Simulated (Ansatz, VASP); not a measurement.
# Ta2Si: VASP beside Ansatz

```
Ta Si
1.0
    -3.05931    3.05931    2.51194
     3.05931   -3.05931    2.51194
     3.05931    3.05931   -2.51194
Ta Si
4 2
Direct
  0.66297 0.83703 0.50000
  0.83703 0.33703 0.17406
  0.33703 0.16297 0.50000
  0.16297 0.66297 0.82594
  0.25000 0.25000 0.00000
  0.75000 0.75000 0.00000
```

Alike in both runs: functional PBEsol; dispersion D4; k mesh 10 × 10 × 10; occupations gaussian, width 0.1 eV; no spin polarisation.

Ansatz relaxed the structure, and its values are those at the end. VASP's run is a single point on that final structure, the one shown.

```csv
,VASP,Ansatz
version,VASP 6.6.1,Ansatz 0.2.0
potentials or method,"VASP PAW PBE potentials, release 64 (Ta_pv, Si), cutoff 520 eV","scalar-relativistic, plane waves, PAW"
valence electrons in the cell,52,60
```

```tsv
	VASP	Ansatz	Ansatz less VASP
gap on the k mesh at the Fermi level (eV)	none	none	-
pressure (GPa)	0.3	0.0	-0.29
```

VASP's potentials were made for PBE, not for PBEsol. A gap of «none» marks a metal or a gap that the smearing closes. VASP's potentials hold 52 valence electrons a cell and Ansatz's 60, so a difference there can come from the potentials and not from the codes.

Neither program's run includes spin-orbit coupling.
